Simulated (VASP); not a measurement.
Hf2TaN4:

```
Hf Ta N
1.0
     0.00000    4.52000    4.52000
     4.52000    0.00000    4.52000
     4.52000    4.52000    0.00000
Hf Ta N
4 2 8
Direct
  0.12500 0.62500 0.12500
  0.62500 0.12500 0.12500
  0.12500 0.12500 0.62500
  0.12500 0.12500 0.12500
  0.50000 0.50000 0.50000
  0.75000 0.75000 0.75000
  0.90500 0.36500 0.36500
  0.36500 0.90500 0.36500
  0.36500 0.36500 0.90500
  0.36500 0.36500 0.36500
  0.88500 0.34500 0.88500
  0.34500 0.88500 0.88500
  0.88500 0.88500 0.34500
  0.88500 0.88500 0.88500
```

```yaml
Program: VASP 6.6.1
Task: relaxation of cell and atoms
Functional: PBE
Potentials_or_basis: VASP PAW PBE potentials, release 64 (Hf_pv, Ta_pv, N)
Cutoff: 600 eV
k_mesh: 3 × 3 × 3
Occupations: gaussian, width 0.15 eV
Spin: no spin polarisation
```

At the start: pressure -4.4 GPa; volume 13.19 Å³/atom.

Q: Where does the relaxation end?

A: Over 6 steps the energy falls by 90.5 meV/atom and the volume is 12.85 Å³/atom (-2.6 %); space group Fd-3m (No. 227, to 0.1 Å) before and after.

The path:
| step | energy change (eV) | largest force (eV/Å) | pressure (GPa) | volume (Å³) |
| --- | --- | --- | --- | --- |
| 1 | 0.0000 | 2.7232 | -4.43 | 184.69 |
| 2 | -1.0545 | 0.9944 | 7.52 | 175.11 |
| 3 | -1.2401 | 0.2048 | 3.04 | 177.60 |
| 4 | -1.2401 | 0.1427 | 3.26 | 177.46 |
| 5 | -1.2161 | 0.2003 | -4.11 | 183.29 |
| 6 | -1.2676 | 0.0130 | 0.02 | 179.88 |

Final structure:
```xyz
14
Lattice="0.0000 4.4804 4.4804 4.4804 0.0000 4.4804 4.4804 4.4804 0.0000" Properties=species:S:1:pos:R:3 pbc="T T T"
Hf    3.3603    1.1201    3.3603
Hf    1.1201    3.3603    3.3603
Hf    3.3603    3.3603    1.1201
Hf    1.1201    1.1201    1.1201
Ta    4.4804    4.4804    4.4804
Ta    6.7206    6.7206    6.7206
N     3.3303    5.6305    5.6305
N     5.6305    3.3303    5.6305
N     5.6305    5.6305    3.3303
N     3.3303    3.3303    3.3303
N     5.5705    7.8707    5.5705
N     7.8707    5.5705    5.5705
N     5.5705    5.5705    7.8707
N     7.8707    7.8707    7.8707
```

Caveat: the k points lie up to 0.40 Å⁻¹ apart in the final cell, too coarse for converged energies and pressures of a metal.
